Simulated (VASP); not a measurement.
# B23N24 (a cell with a defect) in VASP: single point with PBE

Aim: the single point of B23N24 (a cell with a defect) with PBE.

Everything below comes from runs of VASP 6.6.1. Logs are shortened: lines on timing, memory, paths and dates and some standing lists are left out, and cuts for length are marked.

## (1) The cell of the first run

The cell holds a defect, 47 atoms: a = 6.118 Å, b = 6.118 Å, c = 8.750 Å, α = 109.49°, β = 109.49°, γ = 92.61°.

## (2) Single point, PBE, collinear spin

INCAR reads:

```
ALGO = Normal
EDIFF = 1E-6
ENCUT = 520
GGA = PE
GGA_COMPAT = False
ISIF = 2
ISMEAR = 0
ISPIN = 2
KPAR = 2
LASPH = True
LCHARG = False
LORBIT = 11
LREAL = Auto
LWAVE = False
MAGMOM = 0 0 0 0 0 0 0 0 0 0 0 0 0 0 0 0 0 0 0 0 0 0 0 0.35 0.06 0 0 0 0 0 0 0 0 0 0 0.34 0 0.07 0.34 0 0 0 0 0 0 0.34 0.07
NBANDS = 128
NCORE = 2
NELECT = 190.0
NELM = 200
PREC = Accurate
SIGMA = 0.05
```

KPOINTS reads:

```
k-points
0
Gamma
  2 2 2
```

POSCAR reads:

```
B23N24
1.0
   -3.8309090000      2.2117770000     -4.2268550000
    3.8309090000     -2.2117770000     -4.2268550000
   -3.8309090000     -6.6353300000      4.2268550000
B N
23 24
Direct
    0.1693558653      0.8343841496      0.0003253176
    0.8328081082      0.0020464086      0.8340760983
    0.3357115615      0.4993622405      0.8343800816
    0.0007603852      0.6665334760      0.6665804590
    0.5014653140      0.1669169027      0.6685257748
    0.1659872942      0.3325806724      0.4997401092
    0.6665657860      0.8331711910      0.5008904624
    0.3344906026      0.0002775623      0.3340642804
    0.8332477542      0.4986967515      0.3321018903
    0.5016315474      0.6653338902      0.1662772029
   -0.0009566329      0.1682992695      0.1665722262
    0.5864803781      0.9164574004      0.0003228793
    0.0823205433      0.4154413470      0.0003174146
    0.7494254553      0.5814616089      0.8336345172
    0.2506577555      0.0847030380      0.8326387479
    0.9161890709      0.2495481995      0.6670037782
    0.4167132169      0.7491198947      0.6669873513
    0.0829358715      0.9156600168      0.4998654035
    0.5833919522      0.4161041628      0.5007868452
    0.2495028126      0.5828718707      0.3336399813
    0.7500213073      0.0824512903      0.3336584715
    0.4183338747      0.2523780658      0.1680075225
    0.9160684877      0.7481179188      0.1669988086
    0.8712801655      0.5375809719      0.0003214664
    0.3573117728      0.0232163811      0.0003254014
    0.0196366831      0.1874504127      0.8337947559
    0.5205160318      0.6857427782      0.8330521404
    0.1871136127      0.8523458453      0.6663109272
    0.6872188287      0.3532296308      0.6671800812
    0.3537308045      0.5197581849      0.5001271091
    0.8539224326      0.0199521534      0.5005107131
    0.5211096364      0.1863560679      0.3343322163
    0.0203482878      0.6863616880      0.3334602545
    0.6877683043      0.8530135668      0.1675894785
    0.1861522523      0.3539782943      0.1668549920
    0.7809158790      0.0821297251      0.0003228574
    0.2735415468      0.6045521946      0.0003234762
    0.9399753000      0.7707478824      0.8328014704
    0.4162133107      0.2645310931      0.8179324971
    0.1021441693      0.4367716107      0.6658346441
    0.6036605870      0.9369430626      0.6673384995
    0.2691772813      0.1027533700      0.4988871499
    0.7706149174      0.6041910631      0.5017590432
    0.4366234834      0.7712539481      0.3348112101
    0.9366250007      0.2699196904      0.3332983166
    0.5985672960      0.4469490079      0.1827299053
    0.1074712905      0.9382559294      0.1678350904
```

Potentials or basis: VASP PAW PBE potentials, release 64 (B, N).

Run with:

```console
$ cat potpaw_PBE.64/B/POTCAR potpaw_PBE.64/N/POTCAR > POTCAR
$ mpirun -np 4 vasp_std > vasp.out
```

OUTCAR:

```text
EDIFF = 1E-6
   ENCUT = 520
   GGA = PE
   ISIF = 2
   ISMEAR = 0
   ISPIN = 2
   LASPH = True
   LORBIT = 11
   LREAL = Auto
   NELECT = 190.0
   NELM = 200
   PREC = Accurate

 ion  position               nearest neighbor table
   1  0.169  0.834  0.000-  37 1.57  47 1.57  38 1.57  25 1.59
   2  0.833  0.002  0.834-  36 1.52  41 1.56  26 1.57  38 1.58
   3  0.336  0.499  0.834-  39 1.52  37 1.56  27 1.57  40 1.59
   4  0.001  0.667  0.667-  38 1.56  40 1.56  43 1.56  28 1.57
   5  0.501  0.167  0.669-  39 1.52  41 1.56  29 1.58  42 1.59
   6  0.166  0.333  0.500-  45 1.57  42 1.57  40 1.57  30 1.58
[... 27 lines left out ...]
  34  0.688  0.853  0.168-  23 1.56  21 1.56  12 1.57  10 1.57
  35  0.186  0.354  0.167-  13 1.56  20 1.57  11 1.57  22 1.57
  36  0.781  0.082  0.000-  11 1.52   2 1.52  12 1.53
  37  0.274  0.605  0.000-  10 1.56   3 1.56   1 1.57  13 1.61
  38  0.940  0.771  0.833-   4 1.56   1 1.57   2 1.58  14 1.61
  39  0.416  0.265  0.818-   5 1.52   3 1.52  15 1.53
  40  0.102  0.437  0.666-   4 1.56   6 1.57  16 1.58   3 1.59
  41  0.604  0.937  0.667-   5 1.56   2 1.56   7 1.57  17 1.58
  42  0.269  0.103  0.499-   8 1.56   6 1.57  18 1.58   5 1.59
  43  0.771  0.604  0.502-   4 1.56   7 1.57  19 1.58   9 1.59
  44  0.437  0.771  0.335-   8 1.56   7 1.57  20 1.58  10 1.59
  45  0.937  0.270  0.333-   9 1.56  11 1.56   6 1.57  21 1.58
  46  0.599  0.447  0.183-   9 1.52  10 1.52  22 1.53
  47  0.107  0.938  0.168-   8 1.56   1 1.57  11 1.58  23 1.61

  LATTYP: Found a face centered orthorhombic cell.
 ALAT       =     8.4537100000
 B/A-ratio  =     1.0465353114
 C/A-ratio  =     1.8126523958

  Lattice vectors:

 A1 = (   0.0000000000,  -8.8471070000,   0.0000000000)
 A2 = (  -3.8309090000,  -6.6353300000,  -4.2268550000)
 A3 = (   3.8309090000,  -2.2117770000,  -4.2268550000)

Analysis of symmetry for initial positions (statically):
=====================================================================
 Subroutine PRICEL returns:
 Original cell was already a primitive cell.

 Routine SETGRP: Setting up the symmetry group for a
 face centered orthorhombic supercell.

 Subroutine GETGRP returns: Found  1 space group operations
 (whereof  1 operations were pure point group operations)
 out of a pool of  8 trial point group operations.

The static configuration has the point symmetry C_1 .

Analysis of symmetry for dynamics (positions and initial velocities):
=====================================================================
 Subroutine PRICEL returns:
 Original cell was already a primitive cell.

 Routine SETGRP: Setting up the symmetry group for a
 face centered orthorhombic supercell.

 Subroutine GETGRP returns: Found  1 space group operations
 (whereof  1 operations were pure point group operations)
 out of a pool of  8 trial point group operations.

The dynamic configuration has the point symmetry C_1 .

Analysis of structural, dynamic, and magnetic symmetry:
=====================================================================
 Subroutine PRICEL returns:
 Original cell was already a primitive cell.

 Routine SETGRP: Setting up the symmetry group for a
 face centered orthorhombic supercell.

 Subroutine GETGRP returns: Found  1 space group operations
 (whereof  1 operations were pure point group operations)
 out of a pool of  8 trial point group operations.

The overall configuration has the point symmetry C_1 .

 Subroutine INISYM returns: Found  1 space group operations
 (whereof  1 operations are pure point group operations),
 and found     1 'primitive' translations

----------------------------------------------------------------------------------------

                                     Primitive cell

  volume of cell :     286.5170

  direct lattice vectors                    reciprocal lattice vectors
    -3.830909000  2.211777000 -4.226855000    -0.130517326  0.000000000 -0.118291259
     3.830909000 -2.211777000 -4.226855000     0.065258656 -0.113031299 -0.118291259
    -3.830909000 -6.635330000  4.226855000    -0.065258671 -0.113031299  0.000000000

  length of vectors
[... 138 lines left out ...]
   number of dos      NEDOS =    301   number of ions     NIONS =     47
   total plane-waves  NPLWV = 161280
   dimension x,y,z NGX =    48 NGY =   48 NGZ =   70
   dimension x,y,z NGXF=    96 NGYF=   96 NGZF=  140
   ions per type =              23  24
   NGX,Y,Z   is equivalent  to a cutoff of  13.04, 13.04, 13.30 a.u.
   NGXF,Y,Z  is equivalent  to a cutoff of  26.08, 26.08, 26.60 a.u.
 SYSTEM =  unknown system
   PREC   = accura    normal or accurate (medium, high low for compatibility)
   ISTART =      0    job   : 0-new  1-cont  2-samecut
   ICHARG =      2    charge: 1-file 2-atom 10-const
   ISPIN  =      2    spin polarized calculation?
   LNONCOLLINEAR =      F non collinear calculations
   LSORBIT =      F    spin-orbit coupling
   LASPH  =      T    aspherical Exc in radial PAW
   ENCUT  =  520.0 eV  38.22 Ry    6.18 a.u.  11.38 11.38 16.27*2*pi/ulx,y,z
   NELM   =    200;   NELMIN=  2; NELMDL= -5     # of ELM steps
   EDIFF  = 0.1E-05   stopping-criterion for ELM
   LREAL  =      T    real-space projection
   EDIFFG = 0.1E-04   stopping-criterion for IOM
   NSW    =      0    number of steps for IOM
   IBRION =     -1    ionic relax: 0-MD 1-quasi-New 2-CG
   NFREE  =      0    steps in history (QN), initial steepest desc. (CG)
   ISIF   =      2    stress and relaxation
   ISYM   =      2    0-nonsym 1-usesym 2-fastsym
   POTIM  = 0.5000    time-step for ionic-motion
   TEBEG  =    0.0;   TEEND  =   0.0 temperature during run
   PSTRESS=    0.0 pullay stress
   NELECT =     190.0000    total number of electrons
   NUPDOWN=      -1.0000    fix difference up-down
   EMIN   =  10.00;   EMAX   =-10.00  energy-range for DOS
   EFERMI =   0.00;   METHOD = LEGACY
   ISMEAR =     0;   SIGMA  =   0.05  broadening in eV -4-tet -1-fermi 0-gaus
   EFERMI_NEDOS =   21; number of points for ismear=-14 and -15
   IALGO  =     38    algorithm
   IMIX   =      4    mixing-type and parameters
     AMIX     =   0.40;   BMIX     =  1.00
     AMIX_MAG =   1.60;   BMIX_MAG =  1.00
  volume/ion in A,a.u.               =       6.10        41.14
  Fermi-wavevector in a.u.,A,eV,Ry     =   1.427609  2.697789 27.729583  2.038067
  Thomas-Fermi vector in A             =   2.547760
   LORBIT       =     11    0 simple, 1 ext, 2 COOP (PROOUT), +10 PAW based schemes
   GGA     = PE    functional components
   LHFCALC =     F    Hartree Fock is set to
   AEXX    =    0.0000 exact exchange contribution
   IVDW    =     0    specifies the selected vdW correction
   LEPSILON=     F    determine dielectric tensor
   LRPA    =     F    only Hartree local field effects (RPA)
 spin polarized calculation
 Gauss-broadening in eV      SIGMA  =   0.05
  energy-cutoff  :      520.00
  volume of cell :      286.52
 maximum number of plane-waves:      7763
 NGX is ok and might be reduce to    48
   NGX = 23   NGY = 23   NGZ = 33

 number of electron     190.0000001 magnetization       2.0000140

 Free energy of the ion-electron system (eV)
  ---------------------------------------------------
  ext. energy  EPLUGINS =         0.00000000
  ---------------------------------------------------
  free energy    TOTEN  =      -395.73304195 eV

  energy without entropy =     -395.71713606  energy(sigma->0) =     -395.72508901

 E-fermi :   7.9932     XC(G=0): -12.6643

 val. band max:        7.9914136236   @ k =   0.0000  -0.0000   0.5000
 cond. band min:       8.0145339201   @ k =   0.0000   0.5000   0.0000
 fundamental gap:      0.0231202965
 Fermi energy:         7.9932416033

 spin component 1

 k-point     1 :       0.0000    0.0000    0.0000
  band No.  band energies     occupation
      1     -13.2186      1.00000
      2     -11.5192      1.00000
      3     -11.3781      1.00000
      4     -10.3814      1.00000
      5     -10.3532      1.00000
      6     -10.3291      1.00000
[... 869 lines left out ...]
    106      15.6278      0.00000
    107      15.8074      0.00000
 Fermi energy:         7.9932416033

 spin component 2

 k-point     1 :       0.0000    0.0000    0.0000
  band No.  band energies     occupation
      1     -13.1736      1.00000
      2     -11.4675      1.00000
      3     -11.3112      1.00000
      4     -10.3743      1.00000
      5     -10.3326      1.00000
      6     -10.2985      1.00000
[... 869 lines left out ...]
    106      15.6496      0.00000
    107      15.8253      0.00000
 [bands above 107 left out]

------------------------ aborting loop because EDIFF is reached ----------------------------------------

  FORCE on cell =-STRESS in cart. coord.  units (eV):
  Direction    XX          YY          ZZ          XY          YZ          ZX
  --------------------------------------------------------------------------------------
  -------------------------------------------------------------------------------------
  Total       16.2591690     16.2015484     14.6317357     -0.0696649     -0.1907612      0.3110470
  in kB       90.9197987     90.5975898     81.8193393     -0.3895599     -1.0667195      1.7393465
  external PRESSURE =      87.7789093 kB  Pullay stress =       0.0000000 kB

 VOLUME and BASIS-vectors are now :
 -----------------------------------------------------------------------------
  energy-cutoff  :      520.00
  volume of cell :      286.52
      direct lattice vectors                 reciprocal lattice vectors
    -3.830909000  2.211777000 -4.226855000    -0.130517326  0.000000000 -0.118291259
     3.830909000 -2.211777000 -4.226855000     0.065258656 -0.113031299 -0.118291259
    -3.830909000 -6.635330000  4.226855000    -0.065258671 -0.113031299  0.000000000

 POSITION                                       TOTAL-FORCE (eV/Angst)
 -----------------------------------------------------------------------------------
      2.54642     -1.47305     -4.24129         0.022307     -0.011428      0.165498
     -6.37784     -3.69691     -0.00329        -0.225808     -0.531630      0.232077
     -2.56950     -5.89835     -0.00293        -0.441928      0.236429      0.227016
     -0.00309     -5.89552     -0.00302        -0.011428     -0.170226      0.133279
     -3.84269     -3.69594      0.00061         0.137570     -0.583299      0.302373
     -1.27625     -3.68441      0.00495        -0.043256     -0.054583      0.131778
[... 39 lines left out ...]
     -1.28086     -0.87713     -3.64687        -0.052723     -0.078283      0.094173
      2.53970     -2.95115     -3.71072        -0.337748     -0.401544     -0.202692
 -----------------------------------------------------------------------------------
    total drift:                                0.006860     -0.002106      0.003985

  FREE ENERGIE OF THE ION-ELECTRON SYSTEM (eV)
  ---------------------------------------------------
  free  energy   TOTEN  =      -395.7330419544 eV

  energy  without entropy=     -395.7171360584  energy(sigma->0) =     -395.72508901

 total charge

# of ion       s       p       d       tot
------------------------------------------
    1        0.674   1.343   0.000   2.017
    2        0.681   1.373   0.000   2.054
    3        0.681   1.372   0.000   2.053
    4        0.682   1.374   0.000   2.057
    5        0.680   1.368   0.000   2.049
    6        0.677   1.355   0.000   2.032
[... 39 lines left out ...]
   46        1.233   2.683   0.000   3.916
   47        1.223   2.735   0.000   3.958
--------------------------------------------------
tot         44.904  97.144   0.000 142.047

 magnetization (x)

# of ion       s       p       d       tot
------------------------------------------
    1       -0.000  -0.002   0.000  -0.002
    2       -0.002  -0.004   0.000  -0.006
    3       -0.002  -0.004   0.000  -0.006
    4        0.001   0.007   0.000   0.008
    5       -0.002  -0.005   0.000  -0.007
    6       -0.000  -0.000   0.000  -0.001
[... 39 lines left out ...]
   46        0.014   0.275   0.000   0.289
   47        0.003   0.050   0.000   0.053
--------------------------------------------------
tot          0.058   1.420   0.000   1.479
```

Wall time 9.5 min (4 MPI ranks of Intel Xeon Platinum 8488C (Sapphire Rapids), shared host); peak memory 0.45 GiB.

What came out:

- Free energy: -395.7330 eV
- Largest force: 0.867 eV/Å
- Net moment: 2.00 μB per cell
- Site moments: B -0.00, -0.01, +0.01 (each value once); N +0.26, +0.04, +0.02, +0.01, +0.00, +0.31, +0.03, +0.05, +0.29 (each value once) μB
- Valence electrons inside the program's atomic spheres: B 2.02, 2.05, 2.06, 2.03, 2.04 (each value once); N 3.92, 3.95, 3.98, 3.91, 3.97, 3.96 (each value once)

Forces in eV/Å, atoms in the order of the input:
```
B    0.022 -0.011  0.165
B   -0.226 -0.532  0.232
B   -0.442  0.236  0.227
B   -0.011 -0.170  0.133
B    0.138 -0.583  0.302
B   -0.043 -0.055  0.132
B    0.021  0.063  0.134
B    0.142  0.098  0.135
B    0.576  0.167  0.303
B   -0.428  0.269  0.230
B    0.347  0.464  0.233
B   -0.025  0.016 -0.489
B    0.746 -0.434 -0.079
B   -0.657 -0.532 -0.072
B    0.061 -0.064 -0.568
B   -0.090 -0.173 -0.079
B   -0.079 -0.191 -0.034
B   -0.097  0.030 -0.061
B   -0.072  0.069 -0.065
B    0.105  0.165 -0.079
B    0.126  0.166 -0.038
B    0.090 -0.024 -0.572
B    0.130  0.834 -0.077
N   -0.063  0.038  0.062
N   -0.005  0.003  0.294
N    0.038  0.149  0.093
N    0.216  0.158  0.039
N    0.011  0.182  0.080
N    0.084  0.211 -0.042
N   -0.012  0.010  0.014
N   -0.015  0.004  0.013
N   -0.154 -0.100  0.081
N   -0.140 -0.180 -0.043
N   -0.029 -0.267  0.040
N   -0.110 -0.105  0.093
N   -0.091  0.054  0.048
N   -0.154  0.089 -0.166
N    0.178  0.491 -0.201
N    0.046  0.084  0.094
N    0.301  0.003 -0.094
N    0.040  0.210 -0.009
N    0.082  0.223 -0.099
N   -0.153 -0.181 -0.098
N    0.151 -0.264 -0.096
N   -0.163 -0.140 -0.008
N   -0.053 -0.078  0.094
N   -0.338 -0.402 -0.203
```

Caveat: the k points lie up to 0.55 Å⁻¹ apart; the cell carries a net charge on a neutralising background, which shifts energy and pressure; the cell is charged against a uniform background, so pressure and absolute levels hang on convention.
